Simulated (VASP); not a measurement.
A run of VASP 6.6.1:

Contents of INCAR:

```
ALGO     = Normal         # electronic algorithm
EDIFF    = 1E-6           # SCF threshold, eV
ENCUT    = 520            # plane-wave cutoff, eV
GGA      = PE             # functional
ISIF     = 2              # what is computed and relaxed
ISMEAR   = 0              # smearing method
LASPH    = True           # aspherical terms in the spheres
LCHARG   = True           # write CHGCAR
LELF     = True           # ELF
LREAL    = False          # projectors in reciprocal space
LVHAR    = True         
LWAVE    = False          # write WAVECAR
NBANDS   = 35             # bands
NELM     = 60             # most SCF steps
PREC     = Accurate       # precision mode
SIGMA    = 0.05           # smearing width, eV
```

File KPOINTS:

```
k-points
0
Gamma
  9 9 1
```

POSCAR

```
Te2Mo
1.0
    3.5549909197      0.0000000000      0.0000000000
   -1.7774954599      3.0787124467      0.0000000000
    0.0000000000      0.0000000000     35.0365360304
Te Mo
4 2
Direct
    0.3333333333      0.6666666667      0.4499597225
    0.3333333333      0.6666666667      0.9483984951
    0.3333333333      0.6666666667      0.0516015049
    0.3333333333      0.6666666667      0.5500402775
    0.0000000000      0.0000000000      0.0000000000
    0.0000000000      0.0000000000      0.5000000000
```

Potentials or basis: VASP PAW PBE potentials, release 64 (Te, Mo_sv).

Command:

```bash
$ cat potpaw_PBE.64/Te/POTCAR potpaw_PBE.64/Mo_sv/POTCAR > POTCAR
$ mpirun -np 1 vasp_std > vasp.out
```

Hardware: 1 thread of Intel(R) Xeon(R) Platinum 8259CL CPU @ 2.50GHz (Skylake/Cascade Lake), with other jobs on the host.

**Question.** How long does it take, and how much memory?

**Answer.** Wall time 6.6 min on 1 thread of Intel(R) Xeon(R) Platinum 8259CL CPU @ 2.50GHz (Skylake/Cascade Lake), with other jobs on the host, peak memory 0.56 GiB. Counts: scf iterations 24, k points 12.
